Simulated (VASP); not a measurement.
# YPt2S4 (P-3m1) in VASP: further runs

YPt2S4 is run at these levels: PBE+D3(BJ); tasks: single point.

Program: VASP 6.6.1. These are calculated values, not measurements. Logs are shortened: lines on timing, memory, paths and dates and some standing lists are left out, and cuts for length are marked.

### Step 1. The cell of the first run

It takes space group P-3m1 (No. 164, trigonal). The conventional cell has a = 3.935 Å, b = 3.935 Å, c = 9.664 Å, α = 90.00°, β = 90.00°, γ = 120.00°. Y (site symmetry -3m) has 6 S at 2.72 Å and 6 Pt at 3.44 Å within 3.6 Å. Pt (site symmetry 3m) has 6 S at 2.52 to 2.58 Å within 3.3 Å. Within 3.3 Å of S (site symmetry 3m) lie 3 Pt at 2.52 Å and 3 Y at 2.72 Å and 3 S at 3.24 Å. S (site symmetry 3m) has 1 S at 2.04 Å and 3 Pt at 2.58 Å within 2.7 Å.

### Step 2. Single point, PBE+D3(BJ)

File INCAR:

```
SYSTEM = YPt2S4
PREC = Accurate
ENCUT = 520
EDIFF = 1E-6
ISMEAR = 0
SIGMA = 0.1
LREAL = .False.
LASPH = .True.
NELM = 60
ALGO = Normal
ISIF = 2
LWAVE = .False.
LCHARG = .True.
GGA = PE
IVDW = 12
LELF = .True.
LVHAR = .True.
NBANDS = 36
```

File KPOINTS:

```
Automatic mesh
0
Gamma
  6 6 2
  0 0 0
```

File POSCAR:

```
YPt2S4
1.0
    3.9347280595      0.0000000000      0.0000000000
   -1.9673640298      3.4075744565      0.0000000000
    0.0000000000      0.0000000000      9.6643579141
Y Pt S
1 2 4
Direct
    0.0000000000      0.0000000000      0.0000000000
    0.6666666667      0.3333333333      0.7327285942
    0.3333333333      0.6666666667      0.2672714058
    0.3333333333      0.6666666667      0.8452249718
    0.0000000000      0.0000000000      0.6054740659
    0.0000000000      0.0000000000      0.3945259341
    0.6666666667      0.3333333333      0.1547750282
```

Potentials or basis: VASP PAW PBE potentials, release 64 (Y_sv, Pt, S).

Launch:

```sh
$ cat potpaw_PBE.64/Y_sv/POTCAR potpaw_PBE.64/Pt/POTCAR potpaw_PBE.64/S/POTCAR > POTCAR
$ mpirun -np 1 vasp_std > vasp.out
```

OUTCAR:

```text
SYSTEM = YPt2S4
   PREC = Accurate
   ENCUT = 520
   EDIFF = 1E-6
   ISMEAR = 0
   LREAL = .False.
   LASPH = .True.
   NELM = 60
   ISIF = 2
   GGA = PE
   IVDW = 12
 IVDW          = 12

 ion  position               nearest neighbor table
   1  0.000  0.000  0.000-   4 2.72   7 2.72   7 2.72   4 2.72   7 2.72   4 2.72   2 3.44   3 3.44
                             3 3.44   2 3.44   2 3.44   3 3.44
   2  0.667  0.333  0.733-   4 2.52   4 2.52   4 2.52   5 2.58   5 2.58   5 2.58   1 3.44   1 3.44
                             1 3.44
   3  0.333  0.667  0.267-   7 2.52   7 2.52   7 2.52   6 2.58   6 2.58   6 2.58   1 3.44   1 3.44
                             1 3.44
   4  0.333  0.667  0.845-   2 2.52   2 2.52   2 2.52   1 2.72   1 2.72   1 2.72
   5  0.000  0.000  0.605-   6 2.04   2 2.58   2 2.58   2 2.58
   6  0.000  0.000  0.395-   5 2.04   3 2.58   3 2.58   3 2.58
   7  0.667  0.333  0.155-   3 2.52   3 2.52   3 2.52   1 2.72   1 2.72   1 2.72

  LATTYP: Found a hexagonal cell.
 ALAT       =     3.9347280595
 C/A-ratio  =     2.4561692112

  Lattice vectors:

 A1 = (   3.9347280595,   0.0000000000,   0.0000000000)
 A2 = (  -1.9673640298,   3.4075744565,   0.0000000000)
 A3 = (   0.0000000000,   0.0000000000,   9.6643579141)

Analysis of symmetry for initial positions (statically):
=====================================================================
 Subroutine PRICEL returns:
 Original cell was already a primitive cell.

 Routine SETGRP: Setting up the symmetry group for a
 hexagonal supercell.

 Subroutine GETGRP returns: Found 12 space group operations
 (whereof 12 operations were pure point group operations)
 out of a pool of 24 trial point group operations.

The static configuration has the point symmetry D_3d.

Analysis of symmetry for dynamics (positions and initial velocities):
=====================================================================
 Subroutine PRICEL returns:
 Original cell was already a primitive cell.

 Routine SETGRP: Setting up the symmetry group for a
 hexagonal supercell.

 Subroutine GETGRP returns: Found 12 space group operations
 (whereof 12 operations were pure point group operations)
 out of a pool of 24 trial point group operations.

The dynamic configuration has the point symmetry D_3d.

 Subroutine INISYM returns: Found 12 space group operations
 (whereof 12 operations are pure point group operations),
 and found     1 'primitive' translations

----------------------------------------------------------------------------------------

                                     Primitive cell

  volume of cell :     129.5785

  direct lattice vectors                    reciprocal lattice vectors
     3.934728059  0.000000000  0.000000000     0.254147170  0.146731937  0.000000000
    -1.967364030  3.407574456  0.000000000     0.000000000  0.293463874  0.000000000
     0.000000000  0.000000000  9.664357914     0.000000000  0.000000000  0.103472989

  length of vectors
     3.934728059  3.934728060  9.664357914     0.293463874  0.293463874  0.103472989

  position of ions in fractional coordinates (direct lattice)
     0.000000000  0.000000000  0.000000000
     0.666666667  0.333333333  0.732728594
     0.333333333  0.666666667  0.267271406
     0.333333333  0.666666667  0.845224972
     0.000000000  0.000000000  0.605474066
     0.000000000  0.000000000  0.394525934
     0.666666667  0.333333333  0.154775028

  ion indices of the primitive-cell ions
   primitive index   ion index
                 1           1
                 2           2
                 3           3
                 4           4
                 5           5
                 6           6
                 7           7

----------------------------------------------------------------------------------------

 KPOINTS: Automatic mesh

Automatic generation of k-mesh.
 Grid dimensions read from file:
 generate k-points for:    6    6    2

 Generating k-lattice:

  Cartesian coordinates                     Fractional coordinates (reciprocal lattice)
     0.042357862  0.024455323  0.000000000     0.166666667  0.000000000  0.000000000
     0.000000000  0.048910646  0.000000000     0.000000000  0.166666667  0.000000000
     0.000000000  0.000000000  0.051736494     0.000000000  0.000000000  0.500000000

  Length of vectors
     0.048910646  0.048910646  0.051736494

  Shift w.r.t. Gamma in fractional coordinates (k-lattice)
     0.000000000  0.000000000  0.000000000

 Subroutine IBZKPT returns following result:
 ===========================================

 Found     14 irreducible k-points:

 Following reciprocal coordinates:
            Coordinates               Weight
  0.000000  0.000000  0.000000      1.000000
  0.166667  0.000000  0.000000      6.000000
  0.333333  0.000000  0.000000      6.000000
  0.500000  0.000000  0.000000      3.000000
  0.166667  0.166667  0.000000      6.000000
  0.333333  0.166667  0.000000     12.000000
  0.333333  0.333333  0.000000      2.000000
  0.000000  0.000000  0.500000      1.000000
  0.166667  0.000000  0.500000      6.000000
  0.333333  0.000000  0.500000      6.000000
  0.500000  0.000000  0.500000      3.000000
  0.166667  0.166667  0.500000      6.000000
  0.333333  0.166667  0.500000     12.000000
  0.333333  0.333333  0.500000      2.000000
   k-points           NKPTS =     14   k-points in BZ     NKDIM =     14   number of bands    NBANDS=     36
   number of dos      NEDOS =    301   number of ions     NIONS =      7
   total plane-waves  NPLWV =  64800
   dimension x,y,z NGX =    30 NGY =   30 NGZ =   72
   dimension x,y,z NGXF=    60 NGYF=   60 NGZF=  144
   ions per type =               1   2   4
   NGX,Y,Z   is equivalent  to a cutoff of  12.68, 12.68, 12.39 a.u.
   NGXF,Y,Z  is equivalent  to a cutoff of  25.35, 25.35, 24.77 a.u.
 SYSTEM =  YPt2S4
   PREC   = accura    normal or accurate (medium, high low for compatibility)
   ISTART =      0    job   : 0-new  1-cont  2-samecut
   ICHARG =      2    charge: 1-file 2-atom 10-const
   ISPIN  =      1    spin polarized calculation?
   LNONCOLLINEAR =      F non collinear calculations
   LSORBIT =      F    spin-orbit coupling
   LASPH  =      T    aspherical Exc in radial PAW
   ENCUT  =  520.0 eV  38.22 Ry    6.18 a.u.   7.32  7.32 17.97*2*pi/ulx,y,z
   NELM   =     60;   NELMIN=  2; NELMDL= -5     # of ELM steps
   EDIFF  = 0.1E-05   stopping-criterion for ELM
   LREAL  =      F    real-space projection
   EDIFFG = 0.1E-04   stopping-criterion for IOM
   NSW    =      0    number of steps for IOM
   IBRION =     -1    ionic relax: 0-MD 1-quasi-New 2-CG
   NFREE  =      0    steps in history (QN), initial steepest desc. (CG)
   ISIF   =      2    stress and relaxation
   ISYM   =      2    0-nonsym 1-usesym 2-fastsym
   POTIM  = 0.5000    time-step for ionic-motion
   TEBEG  =    0.0;   TEEND  =   0.0 temperature during run
   PSTRESS=    0.0 pullay stress
   NELECT =      55.0000    total number of electrons
   NUPDOWN=      -1.0000    fix difference up-down
   EMIN   =  10.00;   EMAX   =-10.00  energy-range for DOS
   EFERMI =   0.00;   METHOD = LEGACY
   ISMEAR =     0;   SIGMA  =   0.10  broadening in eV -4-tet -1-fermi 0-gaus
   EFERMI_NEDOS =   21; number of points for ismear=-14 and -15
   IALGO  =     38    algorithm
   IMIX   =      4    mixing-type and parameters
     AMIX     =   0.40;   BMIX     =  1.00
     AMIX_MAG =   1.60;   BMIX_MAG =  1.00
  volume/ion in A,a.u.               =      18.51       124.92
  Fermi-wavevector in a.u.,A,eV,Ry     =   1.230320  2.324967 20.594961  1.513687
  Thomas-Fermi vector in A             =   2.365173
   LORBIT       =      0    0 simple, 1 ext, 2 COOP (PROOUT), +10 PAW based schemes
   GGA     = PE    functional components
   LHFCALC =     F    Hartree Fock is set to
   AEXX    =    0.0000 exact exchange contribution
   IVDW    =    12    specifies the selected vdW correction
   LEPSILON=     F    determine dielectric tensor
   LRPA    =     F    only Hartree local field effects (RPA)
 non-spin polarized calculation
 Gauss-broadening in eV      SIGMA  =   0.10
  energy-cutoff  :      520.00
  volume of cell :      129.58
 maximum number of plane-waves:      3545
 NGX is ok and might be reduce to    30
   NGX = 15   NGY = 15   NGZ = 35

 number of electron      55.0000003 magnetization

 Free energy of the ion-electron system (eV)
  ---------------------------------------------------
  ext. energy  EPLUGINS =         0.00000000
  ---------------------------------------------------
  free energy    TOTEN  =       -38.79743433 eV

  energy without entropy =      -38.77434525  energy(sigma->0) =      -38.78588979

 E-fermi :   7.3781     XC(G=0): -10.8459

 val. band max:        7.3496224621   @ k =   0.3333   0.1667   0.0000
 cond. band min:       7.4183967932   @ k =   0.3333   0.3333   0.5000
 fundamental gap:      0.0687743311
 Fermi energy:         7.3781251431

 k-point     1 :       0.0000    0.0000    0.0000
  band No.  band energies     occupation
      1     -35.8433      2.00000
      2     -16.0314      2.00000
      3     -15.7871      2.00000
      4     -15.7871      2.00000
      5      -8.9550      2.00000
      6      -7.2332      2.00000
[... 28 lines left out ...]
     35      11.2253      0.00000
     36      11.5204      0.00000

 k-point     2 :       0.1667    0.0000    0.0000
  band No.  band energies     occupation
      1     -35.8392      2.00000
      2     -16.0107      2.00000
      3     -15.8612      2.00000
      4     -15.8014      2.00000
      5      -8.8341      2.00000
      6      -7.0890      2.00000
[... 28 lines left out ...]
     35      10.9808      0.00000
     36      11.1298      0.00000
[... 427 lines left out ...]
     35      11.0069      0.00000
     36      11.8702      0.00000

 k-point    14 :       0.3333    0.3333    0.5000
  band No.  band energies     occupation
      1     -35.8250      2.00000
      2     -15.9809      2.00000
      3     -15.9809      2.00000
      4     -15.9368      2.00000
      5      -8.4507      2.00000
      6      -6.5441      2.00000
[... 28 lines left out ...]
     35      10.6947      0.00000
     36      12.6156      0.00000

------------------------ aborting loop because EDIFF is reached ----------------------------------------

 Edisp (eV)   -3.10133

 E8    (eV) :    -1.3106

  FORCE on cell =-STRESS in cart. coord.  units (eV):
  Direction    XX          YY          ZZ          XY          YZ          ZX
  --------------------------------------------------------------------------------------
  -------------------------------------------------------------------------------------
  Total      -0.01125    -0.01125    -0.38942     0.00000     0.00000    -0.00000
  in kB      -0.13910    -0.13910    -4.81503     0.00000     0.00000    -0.00000
  external pressure =       -1.70 kB  Pullay stress =        0.00 kB

 VOLUME and BASIS-vectors are now :
 -----------------------------------------------------------------------------
  energy-cutoff  :      520.00
  volume of cell :      129.58
      direct lattice vectors                 reciprocal lattice vectors
     3.934728059  0.000000000  0.000000000     0.254147170  0.146731937  0.000000000
    -1.967364030  3.407574456  0.000000000     0.000000000  0.293463874  0.000000000
     0.000000000  0.000000000  9.664357914     0.000000000  0.000000000  0.103472989

 POSITION                                       TOTAL-FORCE (eV/Angst)
 -----------------------------------------------------------------------------------
      0.00000      0.00000      0.00000         0.000000      0.000000      0.000000
      1.96736      1.13586      7.08135        -0.000000      0.000000      0.035013
     -0.00000      2.27172      2.58301        -0.000000     -0.000000     -0.035013
     -0.00000      2.27172      8.16856         0.000000      0.000000     -0.029516
      0.00000      0.00000      5.85152         0.000000      0.000000     -0.131076
      0.00000      0.00000      3.81284         0.000000     -0.000000      0.131076
      1.96736      1.13586      1.49580        -0.000000     -0.000000      0.029516
 -----------------------------------------------------------------------------------
    total drift:                                0.000000      0.000000      0.000000

  FREE ENERGIE OF THE ION-ELECTRON SYSTEM (eV)
  ---------------------------------------------------
  free  energy   TOTEN  =       -41.8987638829 eV

  energy  without entropy=      -41.8756748008  energy(sigma->0) =      -41.88721934
```

It took 38 s on 1 thread of Intel Xeon 6975P-C (Granite Rapids), shared host; peak memory 0.29 GiB.

Results:

| Item | Value |
| --- | --- |
| Free energy | -41.8988 eV |
| Pressure | -0.2 GPa |
| Largest force | 0.131 eV/Å |
| Band gap on the k mesh | zero (an odd number of electrons rules out a gap without spin polarisation) |
| Dispersion energy per atom | -0.443 eV |

Forces in eV/Å, atoms in the order of the input:
```
Y    0.000  0.000  0.000
Pt   0.000  0.000  0.035
Pt   0.000  0.000 -0.035
S    0.000  0.000 -0.030
S    0.000  0.000 -0.131
S    0.000  0.000  0.131
S    0.000  0.000  0.030
```

Caveat: spin-orbit coupling is left out, which moves the levels of the heavy elements; an odd number of electrons without spin polarisation forces a metal; a magnetic or distorted state may lie lower.

### Step 3. Single point, PBE+D3(BJ)

This run uses another cell than the first one, of 20.15 Å³/atom.

Edit INCAR of step 2 so:

```diff
@@ -3,3 +3,3 @@
 ENCUT = 520
-EDIFF = 1E-6
+EDIFF = 1E-7
 ISMEAR = 0
```

File KPOINTS:

```
regular mesh
0
Gamma
  6 6 2
  0 0 0
```

File POSCAR:

```
YPt2S4
1.0
    3.6118935400      0.0000000000      0.0000000000
   -1.8059467700      3.1279915600      0.0000000000
    0.0000000000      0.0000000000     12.4844077300
Y Pt S
1 2 4
Direct
    0.0000000000      0.0000000000      0.0000000000
    0.6666666700      0.3333333300      0.7203334800
    0.3333333300      0.6666666700      0.2796665200
    0.3333333300      0.6666666700      0.8217186000
    0.0000000000      0.0000000000      0.6189483700
    0.0000000000      0.0000000000      0.3810516300
    0.6666666700      0.3333333300      0.1782814000
```

Potentials or basis: VASP PAW PBE potentials, release 64 (Y_sv, Pt, S).

Launch:

```sh
$ cat potpaw_PBE.64/Y_sv/POTCAR potpaw_PBE.64/Pt/POTCAR potpaw_PBE.64/S/POTCAR > POTCAR
$ mpirun -np 1 vasp_std > vasp.out
```

OUTCAR:

```text
SYSTEM = YPt2S4
   PREC = Accurate
   ENCUT = 520
   EDIFF = 1E-7
   ISMEAR = 0
   LREAL = .False.
   LASPH = .True.
   NELM = 60
   ISIF = 2
   GGA = PE
   IVDW = 12
 IVDW          = 12

 ion  position               nearest neighbor table
   1  0.000  0.000  0.000-   4 3.05   7 3.05   4 3.05   7 3.05   7 3.05   4 3.05
   2  0.667  0.333  0.720-   5 2.44   5 2.44   5 2.44   4 2.44   4 2.44   4 2.44
   3  0.333  0.667  0.280-   6 2.44   6 2.44   6 2.44   7 2.44   7 2.44   7 2.44
   4  0.333  0.667  0.822-   2 2.44   2 2.44   2 2.44   1 3.05   1 3.05   1 3.05
   5  0.000  0.000  0.619-   2 2.44   2 2.44   2 2.44
   6  0.000  0.000  0.381-   3 2.44   3 2.44   3 2.44
   7  0.667  0.333  0.178-   3 2.44   3 2.44   3 2.44   1 3.05   1 3.05   1 3.05

  LATTYP: Found a hexagonal cell.
 ALAT       =     3.6118935400
 C/A-ratio  =     3.4564716794

  Lattice vectors:

 A1 = (   3.6118935400,   0.0000000000,   0.0000000000)
 A2 = (  -1.8059467700,   3.1279915600,   0.0000000000)
 A3 = (   0.0000000000,   0.0000000000,  12.4844077300)

Analysis of symmetry for initial positions (statically):
[... 177 lines left out ...]
 fundamental gap:      0.0122184192
 Fermi energy:         6.5987511430

 k-point     1 :       0.0000    0.0000    0.0000
  band No.  band energies     occupation
      1     -36.7729      2.00000
      2     -16.8345      2.00000
      3     -16.5401      2.00000
      4     -16.5401      2.00000
      5      -8.8856      2.00000
      6      -8.7006      2.00000
[... 535 lines left out ...]
     35      10.0547      0.00000
     36      11.7086      0.00000

------------------------ aborting loop because EDIFF is reached ----------------------------------------

 Edisp (eV)   -2.86429

 E8    (eV) :    -1.2131

  FORCE on cell =-STRESS in cart. coord.  units (eV):
  Direction    XX          YY          ZZ          XY          YZ          ZX
  --------------------------------------------------------------------------------------
  -------------------------------------------------------------------------------------
  Total      -1.93260    -1.93260    -3.63967     0.00000     0.00000     0.00000
  in kB     -21.95253   -21.95253   -41.34323     0.00000     0.00000     0.00000
  external pressure =      -28.42 kB  Pullay stress =        0.00 kB

 VOLUME and BASIS-vectors are now :
 -----------------------------------------------------------------------------
  energy-cutoff  :      520.00
  volume of cell :      141.05
      direct lattice vectors                 reciprocal lattice vectors
     3.611893540  0.000000000  0.000000000     0.276863088  0.159846979  0.000000000
    -1.805946770  3.127991560  0.000000000     0.000000000  0.319693957  0.000000000
     0.000000000  0.000000000 12.484407730     0.000000000  0.000000000  0.080099915

 POSITION                                       TOTAL-FORCE (eV/Angst)
 -----------------------------------------------------------------------------------
      0.00000      0.00000      0.00000        -0.000000      0.000000      0.000000
      1.80595      1.04266      8.99294         0.000000     -0.000000     -0.558712
     -0.00000      2.08533      3.49147        -0.000000      0.000000      0.558712
     -0.00000      2.08533     10.25867        -0.000000      0.000000      0.998491
      0.00000      0.00000      7.72720         0.000000      0.000000      0.477768
      0.00000      0.00000      4.75720         0.000000     -0.000000     -0.477768
      1.80595      1.04266      2.22574         0.000000      0.000000     -0.998491
 -----------------------------------------------------------------------------------
    total drift:                               -0.000000      0.000000      0.000000

  FREE ENERGIE OF THE ION-ELECTRON SYSTEM (eV)
  ---------------------------------------------------
  free  energy   TOTEN  =       -40.4367993116 eV

  energy  without entropy=      -40.3874442800  energy(sigma->0) =      -40.41212180
```

OSZICAR:

```text
N       E                     dE             d eps       ncg     rms          rms(c)
DAV:   1     0.318347676561E+03    0.31835E+03   -0.26135E+04  1008   0.140E+03
DAV:   2    -0.158155933054E+02   -0.33416E+03   -0.32324E+03  1196   0.289E+02
[... 11 lines left out ...]
DAV:  14    -0.375725077942E+02   -0.29781E-05   -0.10915E-04  1148   0.445E-02    0.325E-02
DAV:  15    -0.375725082713E+02   -0.47716E-06   -0.90944E-06  1392   0.118E-02    0.253E-02
DAV:  16    -0.375725099996E+02   -0.17283E-05   -0.21054E-05  1248   0.153E-02    0.595E-03
DAV:  17    -0.375725093153E+02    0.68430E-06   -0.45937E-06  1232   0.667E-03    0.213E-03
DAV:  18    -0.375725095057E+02   -0.19037E-06   -0.72287E-07  1076   0.273E-03    0.232E-03
DAV:  19    -0.375725094730E+02    0.32703E-07   -0.26669E-07   664   0.134E-03
   1 F= -.40436799E+02 E0= -.40412122E+02  d E =-.493550E-01
```

stdout:

```text
POSCAR found type information on POSCAR Y PtS
 POSCAR found :  3 types and       7 ions
 scaLAPACK will be used
 LDA part: xc-table for (Slater+PW92), standard interpolation
 POSCAR, INCAR and KPOINTS ok, starting setup
 FFT: planning ... GRIDC
 FFT: planning ... GRID_SOFT
 FFT: planning ... GRID
 WAVECAR not read
 entering main loop
```

It took 50 s on 1 thread of Intel Xeon 6975P-C (Granite Rapids), shared host; peak memory 0.31 GiB.

Results:

```yaml
Free_energy: -40.4368 eV
Pressure: -2.8 GPa
Largest_force: 0.998 eV/Å
Band_gap_on_the_k_mesh: zero (an odd number of electrons rules out a gap without spin polarisation)
Dispersion_energy_per_atom: -0.409 eV
```

Forces in eV/Å, atoms in the order of the input:
```
Y    0.000  0.000  0.000
Pt   0.000  0.000 -0.559
Pt   0.000  0.000  0.559
S    0.000  0.000  0.998
S    0.000  0.000  0.478
S    0.000  0.000 -0.478
S    0.000  0.000 -0.998
```

Caveat: spin-orbit coupling is left out, which moves the levels of the heavy elements; an odd number of electrons without spin polarisation forces a metal; a magnetic or distorted state may lie lower.

The gap in the log of VASP goes by the Fermi energy; the results here count the filled bands.